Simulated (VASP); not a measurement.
A run of VASP 6.6.1:

File INCAR:

```
ALGO = Normal
EDIFF = 1E-6
ENCUT = 520
GGA = PE
ISIF = 2
ISMEAR = 0
LASPH = True
LCHARG = True
LELF = True
LREAL = False
LVHAR = True
LWAVE = False
NBANDS = 20
NELM = 60
PREC = Accurate
SIGMA = 0.1
```

The input KPOINTS:

```
k-points
0
Gamma
  6 6 6
```

File POSCAR:

```
ErB
1.0
    3.1681006371      0.0000000000      0.0000000000
    0.0000000000      3.1681006371      0.0000000000
    0.0000000000      0.0000000000      3.1681006371
Er B
1 1
Direct
    0.5000000000      0.5000000000      0.5000000000
    0.0000000000      0.0000000000      0.0000000000
```

Potentials or basis: VASP PAW PBE potentials, release 64 (Er, B).

Run with:

```sh
$ cat potpaw_PBE.64/Er/POTCAR potpaw_PBE.64/B/POTCAR > POTCAR
$ mpirun -np 1 vasp_std > vasp.out
```

Hardware: 1 thread of Intel Xeon 8259CL, on a shared host.

Task: Estimate the wall time of this run.

Result: It took 90 s on 1 thread of Intel Xeon 8259CL, with other jobs on the host, peak memory 0.16 GiB. Counts: scf iterations 41, k points 20.
